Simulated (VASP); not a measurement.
# HfC (P6_3/mmc) in VASP: a series of runs, part 2 of 2

VASP 6.6.1. Earlier steps stand in the parts before.

### 3 Single point, PBEsol

POSCAR

```
HfC
1.0
    3.3428660531      0.0000000000      0.0000000000
   -1.6714330265      2.8950069234      0.0000000000
    0.0000000000      0.0000000000      5.2027140000
Hf C
2 2
Direct
    0.3333333333      0.6666666667      0.2500000000
    0.6666666667      0.3333333333      0.7500000000
    0.0000000000      0.0000000000      0.5000000000
    0.0000000000      0.0000000000      0.0000000000
```

INCAR.step1

```
SYSTEM = HfC
PREC = Accurate
ENCUT = 520
EDIFF = 1E-6
ISMEAR = -1
SIGMA = 0.05
LREAL = .FALSE.
LASPH = .TRUE.
NELM = 80
ALGO = Normal
ISIF = 2
LWAVE = .FALSE.
LCHARG = .TRUE.
LMAXMIX = 4
GGA = PS
NBANDS = 22
```

KPOINTS.step1

```
Automatic mesh
0
G
  9 9 5
  0 0 0
```

INCAR.step2

```
SYSTEM = HfC
PREC = Accurate
ENCUT = 520
EDIFF = 1E-6
ISMEAR = -5
SIGMA = 0.05
LREAL = .FALSE.
LASPH = .TRUE.
NELM = 80
ALGO = Normal
ISIF = 2
LWAVE = .FALSE.
LCHARG = .FALSE.
LMAXMIX = 4
GGA = PS
LORBIT = 11
NEDOS = 1001
ICHARG = 11
```

KPOINTS.step2

```
Automatic mesh
0
G
  14 14 8
  0 0 0
```

Potentials or basis: VASP PAW PBE potentials, release 64 (Hf_pv, C).

Command:

```bash
> cat potpaw_PBE.64/Hf_pv/POTCAR potpaw_PBE.64/C/POTCAR > POTCAR
> cp INCAR.step1 INCAR
> cp KPOINTS.step1 KPOINTS
> mpirun -np 1 vasp_std > vasp.out
> cp INCAR.step2 INCAR
> cp KPOINTS.step2 KPOINTS
> mpirun -np 1 vasp_std > vasp.out
```

OUTCAR:

```text
SYSTEM = HfC
   PREC = Accurate
   ENCUT = 520
   EDIFF = 1E-6
   ISMEAR = -5
   LREAL = .FALSE.
   LASPH = .TRUE.
   NELM = 80
   ISIF = 2
   GGA = PS
   LORBIT = 11
   ICHARG = 11

 ion  position               nearest neighbor table
   1  0.333  0.667  0.250-   3 2.33   4 2.33   3 2.33   4 2.33   3 2.33   4 2.33   2 3.24   2 3.24
                             2 3.24   2 3.24   2 3.24   2 3.24
   2  0.667  0.333  0.750-   3 2.33   4 2.33   3 2.33   4 2.33   3 2.33   4 2.33   1 3.24   1 3.24
                             1 3.24   1 3.24   1 3.24   1 3.24
   3  0.000  0.000  0.500-   1 2.33   2 2.33   1 2.33   2 2.33   2 2.33   1 2.33
   4  0.000  0.000  0.000-   1 2.33   2 2.33   1 2.33   2 2.33   2 2.33   1 2.33

  LATTYP: Found a hexagonal cell.
 ALAT       =     3.3428660531
 C/A-ratio  =     1.5563632875

  Lattice vectors:

 A1 = (   3.3428660531,   0.0000000000,   0.0000000000)
 A2 = (  -1.6714330265,   2.8950069234,   0.0000000000)
 A3 = (   0.0000000000,   0.0000000000,   5.2027140000)

Analysis of symmetry for initial positions (statically):
=====================================================================
 Subroutine PRICEL returns:
 Original cell was already a primitive cell.

[... 674 lines left out ...]
      6     -23.8105      2.00000
[... 10 lines left out ...]
     17      11.0073      0.00000
     18      11.3907      0.00000

 [... further k-points ...]

------------------------ aborting loop because EDIFF is reached ----------------------------------------

  FORCE on cell =-STRESS in cart. coord.  units (eV):
  Direction    XX          YY          ZZ          XY          YZ          ZX
  --------------------------------------------------------------------------------------
  -------------------------------------------------------------------------------------
  Total       -2.7224025     -2.7224025     -2.1977083     -0.0000000     -0.0000000     -0.0000000
  in kB      -86.6292144    -86.6292144    -69.9329896     -0.0000000     -0.0000000     -0.0000000
  external PRESSURE =     -81.0638061 kB  Pullay stress =       0.0000000 kB

 VOLUME and BASIS-vectors are now :
 -----------------------------------------------------------------------------
  energy-cutoff  :      520.00
  volume of cell :       50.35
      direct lattice vectors                 reciprocal lattice vectors
     3.342866053  0.000000000  0.000000000     0.299144502  0.172711159  0.000000000
    -1.671433026  2.895006923  0.000000000     0.000000000  0.345422317  0.000000000
     0.000000000  0.000000000  5.202714000     0.000000000  0.000000000  0.192207375

 POSITION                                       TOTAL-FORCE (eV/Angst)
 -----------------------------------------------------------------------------------
     -0.00000      1.93000      1.30068         0.000000     -0.000000      0.000000
      1.67143      0.96500      3.90204        -0.000000      0.000000      0.000000
      0.00000      0.00000      2.60136        -0.000000      0.000000      0.000000
      0.00000      0.00000      0.00000        -0.000000      0.000000      0.000000
 -----------------------------------------------------------------------------------
    total drift:                               -0.000000      0.000000     -0.000000

  FREE ENERGIE OF THE ION-ELECTRON SYSTEM (eV)
  ---------------------------------------------------
  free  energy   TOTEN  =       -43.6095447795 eV

  energy  without entropy=      -43.6095447795  energy(sigma->0) =      -43.60954478

 total charge

# of ion       s       p       d       tot
------------------------------------------
    1        0.310   6.591   1.724   8.626
    2        0.310   6.591   1.724   8.626
    3        0.873   1.466   0.000   2.339
    4        0.873   1.466   0.000   2.339
--------------------------------------------------
tot          2.366  16.115   3.449  21.930
```

OUTCAR.step1:

```text
SYSTEM = HfC
   PREC = Accurate
   ENCUT = 520
   EDIFF = 1E-6
   ISMEAR = -1
   LREAL = .FALSE.
   LASPH = .TRUE.
[... 833 lines left out ...]
      1.67143      0.96500      3.90204        -0.000000      0.000000      0.000000
      0.00000      0.00000      2.60136         0.000000      0.000000      0.000000
      0.00000      0.00000      0.00000         0.000000      0.000000      0.000000
 -----------------------------------------------------------------------------------
    total drift:                               -0.000000      0.000000     -0.000000

  FREE ENERGIE OF THE ION-ELECTRON SYSTEM (eV)
  ---------------------------------------------------
  free  energy   TOTEN  =       -43.5948362317 eV

  energy  without entropy=      -43.5899229739  energy(sigma->0) =      -43.59237960
```

OSZICAR.step1:

```text
N       E                     dE             d eps       ncg     rms          rms(c)
DAV:   1     0.853577902932E+02    0.85358E+02   -0.15470E+04  1584   0.125E+03
DAV:   2    -0.438087970279E+02   -0.12917E+03   -0.12364E+03  2084   0.286E+02
DAV:   3    -0.489690579003E+02   -0.51603E+01   -0.51086E+01  2054   0.414E+01
DAV:   4    -0.490213009456E+02   -0.52243E-01   -0.52192E-01  1988   0.463E+00
DAV:   5    -0.490218250007E+02   -0.52406E-03   -0.52400E-03  2122   0.408E-01    0.776E+01
DAV:   6    -0.438955676462E+02    0.51263E+01   -0.39816E+01  1874   0.221E+01    0.563E+01
DAV:   7    -0.436713580975E+02    0.22421E+00   -0.31313E+00  1804   0.796E+00    0.251E+01
DAV:   8    -0.436099368012E+02    0.61421E-01   -0.23318E-01  2016   0.274E+00    0.439E+00
DAV:   9    -0.435984414002E+02    0.11495E-01   -0.14313E-01  1842   0.148E+00    0.363E+00
DAV:  10    -0.435950340753E+02    0.34073E-02   -0.12454E-02  1992   0.574E-01    0.159E-01
DAV:  11    -0.435948392967E+02    0.19478E-03   -0.12872E-03  1950   0.187E-01    0.208E-01
DAV:  12    -0.435948358573E+02    0.34394E-05   -0.37820E-05  2198   0.312E-02    0.531E-02
DAV:  13    -0.435948362317E+02   -0.37445E-06   -0.15136E-06  1440   0.588E-03
   1 F= -.43594836E+02 E0= -.43592380E+02  d E =-.491326E-02
```

Run time: 2.5 min. Hardware: 1 thread of Intel Xeon 8259CL, shared host; peak memory 0.24 GiB.

What came out:

```
Valence electrons inside the program's atomic spheres : Hf 8.63; C 2.34
```

Levels at points of the mesh, in eV from the Fermi level:
```tsv
k point	band 10	band 11	band 12	band 13	band 14	band 15	band 16	band 17	band 18
(0.00, 0.00, 0.00)	-3.24	-3.24	-1.33	-1.33	0.85	1.28	1.28	1.75	1.80
(0.50, 0.00, 0.00)	-4.20	-3.61	-3.42	-1.96	-1.25	1.33	4.16	4.58	4.66
(0.00, 0.00, 0.50)	-3.22	-2.79	-2.79	-2.79	-2.79	3.82	3.82	3.83	3.90
(0.50, 0.00, 0.50)	-4.55	-3.15	-3.15	-2.52	-2.52	1.15	1.15	4.54	4.57
```

Caveat: the PAW data sets were made with another functional, which shifts forces and pressure a little; spin-orbit coupling is left out, which moves the levels of the heavy elements; tetrahedron occupations give inexact forces and stress in metals.

### 4 Vibrations by perturbation theory, PBEsol

INCAR

```
ALGO = Normal ; EDIFF = 1E-8
ENCUT = 520 ; GGA = PS
IBRION = 8 ; ISIF = 2
ISMEAR = -1 ; LASPH = True
LCHARG = False ; LREAL = False
LWAVE = False ; NBANDS = 22
NELM = 100 ; NSW = 1
PREC = Accurate ; SIGMA = 0.05
```

KPOINTS

```
k-points
0
Gamma
  9 9 5
```

POSCAR is that of step 3.

Potentials or basis: VASP PAW PBE potentials, release 64 (Hf_pv, C).

Command:

```bash
> cat potpaw_PBE.64/Hf_pv/POTCAR potpaw_PBE.64/C/POTCAR > POTCAR
> mpirun -np 1 vasp_std > vasp.out
```

OUTCAR:

```text
EDIFF = 1E-8
   ENCUT = 520
   GGA = PS
   IBRION = 8
   ISIF = 2
   ISMEAR = -1
   LASPH = True
   LREAL = False
   NELM = 100
   NSW = 1
   PREC = Accurate

 ion  position               nearest neighbor table
   1  0.333  0.667  0.250-   3 2.33   4 2.33   3 2.33   4 2.33   3 2.33   4 2.33   2 3.24   2 3.24
                             2 3.24   2 3.24   2 3.24   2 3.24
   2  0.667  0.333  0.750-   3 2.33   4 2.33   3 2.33   4 2.33   3 2.33   4 2.33   1 3.24   1 3.24
                             1 3.24   1 3.24   1 3.24   1 3.24
   3  0.000  0.000  0.500-   1 2.33   2 2.33   1 2.33   2 2.33   2 2.33   1 2.33
   4  0.000  0.000  0.000-   1 2.33   2 2.33   1 2.33   2 2.33   2 2.33   1 2.33
[... 883 lines left out ...]

 Eigenvectors and eigenvalues of the dynamical matrix
 ----------------------------------------------------

   1 f  =   18.323073 THz   115.127261 2PiTHz  611.191918 cm-1    75.778106 meV
             X         Y         Z           dx          dy          dz
     -0.000000  1.930005  1.300679     0.156490    0.083909   -0.000000
      1.671433  0.965002  3.902036     0.156490    0.083909   -0.000000
      0.000000  0.000000  2.601357    -0.603207   -0.323436   -0.000000
      0.000000  0.000000  0.000000    -0.603207   -0.323436    0.000000
[... 71 lines left out ...]
  12 f/i=    0.000768 THz     0.004828 2PiTHz    0.025629 cm-1     0.003178 meV
             X         Y         Z           dx          dy          dz
     -0.000000  1.930005  1.300679    -0.000000    0.000000   -0.684466
      1.671433  0.965002  3.902036    -0.000000    0.000000   -0.684466
      0.000000  0.000000  2.601357    -0.000000    0.000000   -0.177501
      0.000000  0.000000  0.000000    -0.000000    0.000000   -0.177501

--------------------------------------------------------------------------------------------------------

 ELASTIC MODULI CONTR FROM IONIC RELAXATION (kBar)
 Direction    XX          YY          ZZ          XY          YZ          ZX
 --------------------------------------------------------------------------------
 XX          -3.8161      3.8161     -0.0000     -0.0000      0.0000     -0.0000
 YY           3.8161     -3.8161      0.0000     -0.0000      0.0000      0.0000
 ZZ          -0.0000      0.0000     -0.0000     -0.0000      0.0000      0.0000
 XY          -0.0000     -0.0000     -0.0000     -3.8161      0.0000     -0.0000
 YZ           0.0000      0.0000      0.0000      0.0000      0.0000      0.0000
 ZX          -0.0000      0.0000      0.0000     -0.0000      0.0000     -0.0000
 --------------------------------------------------------------------------------
```

stdout:

```text
POSCAR found type information on POSCAR HfC
 POSCAR found :  2 types and       4 ions
 scaLAPACK will be used
 -----------------------------------------------------------------------------
|                                                                             |
|                                                                             |
|     You enforced a specific xc type in the INCAR file but a different       |
|     I HOPE YOU KNOW WHAT YOU ARE DOING!                                     |
|                                                                             |
 -----------------------------------------------------------------------------

 LDA part: xc-table for (Slater+PW92), standard interpolation
 POSCAR, INCAR and KPOINTS ok, starting setup
 FFT: planning ... GRIDC
 FFT: planning ... GRID_SOFT
 FFT: planning ... GRID
 WAVECAR not read
 entering main loop
 Linear response reoptimize wavefunctions to high precision
 Linear response DOF=           4
 Linear response progress:
 first order change of Fermi-energy   0.21457E-04
 force on displaced ion       1 direction 1 : -14.953   0.002   0.000
 Linear response progress:
 first order change of Fermi-energy  -0.13360E-02
 force on displaced ion       1 direction 3 :  -0.000  -0.000 -17.922
 Linear response progress:
 first order change of Fermi-energy  -0.26563E-03
 force on displaced ion       3 direction 1 : -12.248   0.000   0.000
 Linear response progress:
 first order change of Fermi-energy   0.93971E-03
 force on displaced ion       3 direction 3 :   0.000  -0.000  -9.874
 Linear response finished
```

Run time: 19 min. Hardware: 1 thread of Intel Xeon 8259CL, shared host; peak memory 0.41 GiB.

Results:

```yaml
Highest_phonon_frequency_at_Γ: 611 cm⁻¹
```

Phonon frequencies in cm⁻¹ (negative: imaginary):
| q point | frequencies |
| --- | --- |
| (0.000, 0.000, 0.000) | 0 0 0 148 148 217 341 452 452 581 611 611 |

Caveat: the cell stands under pressure or tension, which shifts response properties; the PAW data sets were made with another functional, which shifts forces and pressure a little; spin-orbit coupling is left out, which moves the levels of the heavy elements.
